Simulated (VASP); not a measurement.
The system is Hf2N.

```
Hf N
1.0
    -1.66126    1.66126    4.07528
     1.66126   -1.66126    4.07528
     1.66126    1.66126   -4.07528
Hf N
2 1
Direct
  0.66500 0.66500 0.00000
  0.33500 0.33500 0.00000
  0.00000 0.00000 0.00000
```

```yaml
Program: VASP 6.6.1
Task: relaxation of cell and atoms
Functional: PBE
Potentials_or_basis: VASP PAW PBE potentials, release 64 (Hf_pv, N)
Cutoff: 600 eV
k_mesh: 8 × 8 × 8
Occupations: gaussian, width 0.1 eV
Spin: no spin polarisation
```

At the start: pressure 9.7 GPa; volume 15.00 Å³/atom.

Task: How do energy, volume and symmetry change on relaxing?

Result: Over 13 steps the energy falls by 957.2 meV/atom and the volume is 14.88 Å³/atom (-0.8 %); space group I4/mmm (No. 139, to 0.1 Å) before and after.

Step by step:
```tsv
step	energy change (eV)	largest force (eV/Å)	pressure (GPa)	volume (Å³)
1	0.0000	3.7596	9.72	44.99
2	-1.2748	0.9536	-12.72	50.98
3	-1.2765	1.1909	-13.54	51.34
4	-2.1127	1.0981	-14.59	50.63
5	-2.5886	1.0122	-13.48	49.34
6	-2.6315	0.9363	-12.44	48.91
7	-2.8388	0.7624	-2.74	45.48
8	-2.8542	0.6626	1.33	44.37
9	-2.8689	0.1869	0.65	44.47
10	-2.8697	0.0480	0.46	44.49
11	-2.8709	0.0346	-0.03	44.62
12	-2.8713	0.0222	-0.48	44.74
13	-2.8716	0.0212	-0.06	44.63
```

Final structure:
```
Hf N
1.0
    -1.46244    1.46244    5.21724
     1.46244   -1.46244    5.21724
     1.46244    1.46244   -5.21724
Hf N
2 1
Direct
  0.63230 0.63230 0.00000
  0.36770 0.36770 0.00000
  0.00000 0.00000 0.00000
```

Caveat: a cell axis changed by over 15 % at a fixed basis, so the end point is rough.
